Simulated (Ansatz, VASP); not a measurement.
## Two plane-wave programs on SrTiO3

The input INCAR:

```
SYSTEM = SrTiO3
PREC = Accurate ; ENCUT = 600
EDIFF = 1E-6 ; ISMEAR = 0
SIGMA = 0.02 ; LREAL = .False.
LASPH = .True. ; NELM = 120
ALGO = Normal ; ISIF = 2
LWAVE = .False. ; LCHARG = .False.
GGA = PS ; NBANDS = 28
GGA_COMPAT = .False.
```

File KPOINTS:

```
Automatic mesh
0
Gamma
  8 8 8
  0 0 0
```

Contents of POSCAR:

```
SrTiO3
1.0
    3.7706984754      0.0000000000      0.0000000000
    0.0000000000      3.7706984754      0.0000000000
    0.0000000000      0.0000000000      3.7706984754
Sr Ti O
1 1 3
Direct
    0.5000000000      0.5000000000      0.5000000000
    0.0000000000      0.0000000000      0.0000000000
    0.5000000000      0.0000000000      0.0000000000
    0.0000000000      0.5000000000      0.0000000000
    0.0000000000      0.0000000000      0.5000000000
```

Input for Ansatz:

```yaml
crystal:
  lattice:
    - [3.7706984754, 0.0, 0.0]
    - [0.0, 3.7706984754, 0.0]
    - [0.0, 0.0, 3.7706984754]
  atoms:
    - { symbol: Sr, position: [0.5, 0.5, 0.5] }
    - { symbol: Ti, position: [0.0, 0.0, 0.0] }
    - { symbol: O, position: [0.5, 0.0, 0.0] }
    - { symbol: O, position: [0.0, 0.5, 0.0] }
    - { symbol: O, position: [0.0, 0.0, 0.5] }
basis:
  ecutwfc: 420
kpoints:
  mp_grid: { grid: [8, 8, 8] }
hamiltonian:
  xc: pbesol
  pseudopotentials: { kind: paw }
scf:
  occupations: { method: gaussian, width: 0.02 }
output:
  forces: true
  stress: true
  eigenvalues: true
```

Alike in both runs: task single point; functional PBEsol; k mesh 8 × 8 × 8; occupations gaussian, width 0.02 eV; no spin polarisation.

|  | VASP | Ansatz |
| --- | --- | --- |
| version | VASP 6.6.1 | Ansatz 0.2.0 |
| potentials or method | VASP PAW PBE potentials, release 64 (Sr_sv, Ti_sv, O), cutoff 600 eV | scalar-relativistic, plane waves, PAW |
| valence electrons in the cell | 40 | 40 |

Ansatz gave:

```
gap on the k mesh at the Fermi level (eV) : 2.01
least direct gap on the mesh (eV)         : 2.27
pressure (GPa)                            : 21.5
```

Question: Which values does VASP return?

Answer: gap on the k mesh at the Fermi level (eV): 1.97; least direct gap on the mesh (eV): 2.25; pressure (GPa): 22.3.

VASP's potentials were made for PBE, not for PBEsol. With one functional, cell and mesh, what is left measures potentials, basis and numerics.
